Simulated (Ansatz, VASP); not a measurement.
Two plane-wave programs on Li2O

File INCAR:

```
PREC     = Accurate       # precision mode
ENCUT    = 750            # plane-wave cutoff, eV
EDIFF    = 1E-7           # SCF threshold, eV
ISMEAR   = 0              # smearing method
SIGMA    = 0.02           # smearing width, eV
LREAL    = F              # projectors in reciprocal space
LASPH    = T              # aspherical terms in the spheres
NELM     = 120            # most SCF steps
ALGO     = Normal         # electronic algorithm
ISIF     = 3              # what is computed and relaxed
LWAVE    = F              # write WAVECAR
LCHARG   = F              # write CHGCAR
IBRION   = 2              # ionic algorithm
NSW      = 100            # ionic steps
EDIFFG   = -0.002         # ionic threshold
GGA_COMPAT= F            
NELMIN   = 4
```

Contents of KPOINTS:

```
regular mesh
0
Gamma
  10 10 10
```

The input POSCAR:

```
Li2O
1.0
    0.0000000000      2.2459295822      2.2459295822
    2.2459295822      0.0000000000      2.2459295822
    2.2459295822      2.2459295822      0.0000000000
Li O
2 1
Direct
    0.2500000000      0.2500000000      0.2500000000
    0.7500000000      0.7500000000      0.7500000000
    0.0000000000      0.0000000000      0.0000000000
```

Input for Ansatz:

```yaml
crystal:
  lattice:
    - [0.0, 2.2459295822, 2.2459295822]
    - [2.2459295822, 0.0, 2.2459295822]
    - [2.2459295822, 2.2459295822, 0.0]
  atoms:
    - { symbol: Li, position: [0.25, 0.25, 0.25] }
    - { symbol: Li, position: [0.75, 0.75, 0.75] }
    - { symbol: O, position: [0.0, 0.0, 0.0] }
basis:
  ecutwfc: 420
kpoints:
  mp_grid: { grid: [10, 10, 10] }
hamiltonian:
  xc: lda
  pseudopotentials: { kind: paw, azcp: { folder: soft_1 } }
scf:
  occupations: { method: gaussian, width: 0.02 }
output:
  forces: true
  stress: true
  eigenvalues: true
relax:
  adjacent_minimum: "off"
  f_tol: 0.002
  max_steps: 80
  cell: { stress_tol: 0.02 }
```

Alike in both runs: task relaxation of cell and atoms; functional LDA; k mesh 10 × 10 × 10; occupations gaussian, width 0.02 eV; no spin polarisation.

```csv
,VASP,Ansatz
version,VASP 6.6.1,Ansatz 0.2.0
potentials or method,"VASP PAW LDA potentials, release 64 (Li_sv, O), cutoff 750 eV","scalar-relativistic, plane waves, PAW"
valence electrons in the cell,12,12
```

|  | VASP | Ansatz | Ansatz less VASP |
| --- | --- | --- | --- |
| gap on the k mesh at the Fermi level, each at its own relaxed structure (eV) | 4.96 | 4.96 | +0.008 |
| relaxed volume (Å³/atom) | 7.53 | 7.55 | +0.021 |
| relaxed cell length with the largest relative difference (Å) | 3.173 | 3.176 | +0.0030 |

Ansatz warns that its potentials were made for another functional, while VASP's fit it. LDA's correlation is that of Perdew and Zunger in VASP and of Perdew and Wang (1992) in Ansatz.
